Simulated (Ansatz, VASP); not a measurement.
# BeCdS4: VASP beside Ansatz

```
CELL_PARAMETERS angstrom
5.57138 0.00000 0.00000
0.00000 5.57138 0.00000
0.00000 0.00000 3.85536
ATOMIC_POSITIONS crystal
Be 0.00000 0.00000 0.00000
Cd 0.50000 0.50000 0.50000
S 0.13005 0.63686 0.00000
S 0.86995 0.36314 0.00000
S 0.36314 0.13005 0.00000
S 0.63686 0.86995 0.00000
```

Alike in both runs: functional PBE; k mesh 6 × 6 × 8; occupations gaussian, width 0.1 eV; no spin polarisation.

Ansatz relaxed the structure, and its values are those at the end. VASP's run is a single point on that final structure, the one shown.

```csv
,VASP,Ansatz
version,VASP 6.6.1,Ansatz 0.2.0
potentials or method,"VASP PAW PBE potentials, release 64 (Be, Cd, S), cutoff 520 eV","scalar-relativistic, plane waves, PAW"
valence electrons in the cell,38,46
```

VASP gave:

```
gap on the k mesh at the Fermi level (eV) : none
pressure (GPa)                            : -0.1
rms of the force components (eV/Å)        : 0.051
```

Q: Which values does Ansatz return?

A: gap on the k mesh at the Fermi level (eV): none; pressure (GPa): 0.0; rms of the force components (eV/Å): 0.000.

A gap of «none» marks a metal or a gap that the smearing closes. With one functional, cell and mesh, what is left measures potentials, basis and numerics. VASP's potentials hold 38 valence electrons a cell and Ansatz's 46, so a difference there can come from the potentials and not from the codes.
